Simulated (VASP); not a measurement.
Wanted: the native input for a VASP 6.6.1 run.

| Quantity | Value |
| --- | --- |
| Task | single point |
| Functional | PBE |
| Potentials or basis | VASP PAW PBE potentials, release 64 (Ca_sv, Ge_d, Br) |
| Cutoff | 520 eV |
| k mesh | 4 × 4 × 2 |
| Occupations | gaussian, width 0.1 eV |
| Spin | no spin polarisation |
| Dipole correction | no |
| Further INCAR settings | ALGO = Normal; EDIFF = 1e-06; NBANDS = 40 |

The structure of CaGeBr lies in POSCAR:

```
CaGeBr
1.0
    4.1414952216      0.0000000000      0.0000000000
    0.0000000000      4.1529675076      0.0000000000
    0.0000000000      0.0000000000      8.7992433102
Ca Ge Br
2 2 2
Direct
    0.0000000000      0.5000000000      0.0700000000
    0.5000000000      0.0000000000      0.9300000000
    0.5000000000      0.5000000000      0.3000000000
    0.0000000000      0.0000000000      0.7000000000
    0.5000000000      0.5000000000      0.9400000000
    0.0000000000      0.0000000000      0.0600000000
```

The input as run:

INCAR

```
SYSTEM = CaGeBr
  ALGO = Normal
  EDIFF = 1E-6
  ENCUT = 520
  GGA = PE
  ISIF = 2
  ISMEAR = 0
  LASPH = .TRUE.
  LCHARG = .TRUE.
  LELF = .TRUE.
  LREAL = .FALSE.
  LVHAR = .TRUE.
  LWAVE = .FALSE.
  NBANDS = 40
  NELM = 100
  PREC = Accurate
  SIGMA = 0.1
```

KPOINTS

```
k-points
0
G
  4 4 2
  0 0 0
```

Potentials or basis: VASP PAW PBE potentials, release 64 (Ca_sv, Ge_d, Br).

Run with:

```console
$ cat potpaw_PBE.64/Ca_sv/POTCAR potpaw_PBE.64/Ge_d/POTCAR potpaw_PBE.64/Br/POTCAR > POTCAR
$ mpirun -np 1 vasp_std > vasp.out
```

Results of the run:

The pressure is 50.2 GPa and the largest force is 4.331 eV/Å. The band gap on the k mesh is zero (band 31 reaches 4.63 eV, above the bottom of band 32 at 3.12 eV).

Caveat: the k points lie up to 0.38 Å⁻¹ apart; forces of over 1 eV/Å act on the atoms, so gaps and moduli don't describe the material at rest.

Wall time 82 s on 1 thread of Intel(R) Xeon(R) Platinum 8375C CPU @ 2.90GHz (Ice Lake), with other jobs on the host, peak memory 0.31 GiB.
